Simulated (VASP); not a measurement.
Write the native input for VASP 6.6.1 that does the following.

- Task: single point
- Functional: PBEsol
- Potentials or basis: VASP PAW PBE potentials, release 64 (Al)
- Cutoff: 500 eV
- k mesh: 21 × 13 × 6
- Occupations: gaussian, width 0.15 eV
- Spin: no spin polarisation
- Dipole correction: no
- Further INCAR settings: ALGO = Normal; EDIFF = 1e-06; NBANDS = 22

The structure of Al lies in POSCAR:

```
Al
1.0
   -1.6064390039      1.6064390039     -1.6064390039
   -3.2128780077     -3.2128780077      0.0000000000
   -5.6225365136      5.6225365136      7.2289755174
Al
8
Direct
    0.5937500000      0.5000000000      0.0625000000
   -0.4687500000      0.0000000000      0.9375000000
    0.7187500000      0.5000000000      0.3125000000
    0.1562500000      0.0000000000      0.1875000000
   -0.1562500000      0.5000000000      0.5625000000
    0.2812500000      0.0000000000      0.4375000000
   -0.0312500000      0.5000000000      0.8125000000
    0.4062500000      0.0000000000      0.6875000000
```

This cell differs from its parent crystal: the part above a cut slid along it.

One way to write it, as run:

INCAR

```
SYSTEM = Al
PREC     = Accurate       ! precision mode
ENCUT    = 500            ! plane-wave cutoff, eV
EDIFF    = 1E-6           ! SCF threshold, eV
ISMEAR   = 0              ! smearing method
SIGMA    = 0.15           ! smearing width, eV
LREAL    = .False.        ! projectors in reciprocal space
LASPH    = .True.         ! aspherical terms in the spheres
NELM     = 120            ! most SCF steps
ALGO     = Normal         ! electronic algorithm
ISIF     = 2              ! what is computed and relaxed
LWAVE    = .False.        ! write WAVECAR
LCHARG   = .False.        ! write CHGCAR
GGA      = PS             ! functional
NBANDS   = 22             ! bands
GGA_COMPAT= .False.
```

KPOINTS

```
Automatic mesh
0
Gamma
  21 13 6
  0 0 0
```

Potentials or basis: VASP PAW PBE potentials, release 64 (Al).

Run with:

```sh
$ cat potpaw_PBE.64/Al/POTCAR > POTCAR
$ mpirun -np 1 vasp_std > vasp.out
```

Results of the run:

The pressure is 1.0 GPa. The largest force is 0.575 eV/Å and the band gap on the k mesh is zero (bands 12 and 13 overlap by 4.20 eV).

Caveat: the cell differs from its parent crystal (the part above a cut slid along it); the PAW data sets were made with another functional, which shifts forces and pressure a little.

Wall time 6.3 min on 1 thread of Intel(R) Xeon(R) 6975P-C (Granite Rapids), on a shared host, peak memory 0.85 GiB.
